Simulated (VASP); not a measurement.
Write the native input for VASP 6.6.1 that does the following.

| Property | Result |
| --- | --- |
| Task | single point |
| Functional | PBE |
| Potentials or basis | VASP PAW PBE potentials, release 64 (K_sv, Os) |
| Cutoff | 520 eV |
| k mesh | 3 × 3 × 4 |
| Occupations | gaussian, width 0.1 eV |
| Spin | no spin polarisation |
| Dipole correction | no |
| Further INCAR settings | ALGO = Fast; EDIFF = 1e-06; NBANDS = 45 |

The structure of K3Os lies in POSCAR:

```
K3Os
1.0
    7.5142828392      0.0000000000      0.0000000000
   -3.7571414196      6.5075598300      0.0000000000
    0.0000000000      0.0000000000      5.8290402613
K Os
6 2
Direct
    0.8159828957      0.6319657914      0.2500000000
    0.1840171043      0.8159828957      0.7500000000
    0.3680342086      0.1840171043      0.2500000000
    0.1840171043      0.3680342086      0.7500000000
    0.8159828957      0.1840171043      0.2500000000
    0.6319657914      0.8159828957      0.7500000000
    0.3333333333      0.6666666667      0.2500000000
    0.6666666667      0.3333333333      0.7500000000
```

One way to write it, as run:

INCAR

```
SYSTEM = K3Os
ALGO = Fast
EDIFF = 1E-6
ENCUT = 520
GGA = PE
ISIF = 2
ISMEAR = 0
LASPH = .TRUE.
LCHARG = .FALSE.
LREAL = .FALSE.
LWAVE = .FALSE.
NBANDS = 45
NELM = 100
PREC = Accurate
SIGMA = 0.1
```

KPOINTS

```
k-points
0
G
  3 3 4
  0 0 0
```

Potentials or basis: VASP PAW PBE potentials, release 64 (K_sv, Os).

The run is started by

```sh
$ cat potpaw_PBE.64/K_sv/POTCAR potpaw_PBE.64/Os/POTCAR > POTCAR
$ mpirun -np 1 vasp_std > vasp.out
```

Results of the run:

| Item | Value |
| --- | --- |
| Pressure | 0.1 GPa |
| Largest force | 0.011 eV/Å |
| Band gap on the k mesh | zero (bands 35 and 36 overlap by 0.17 eV) |

Caveat: spin-orbit coupling is left out, which moves the levels of the heavy elements.

It took 6.1 min on 1 thread of Oxide Virtual Turin-like Processor (shared host), peak memory 0.38 GiB.
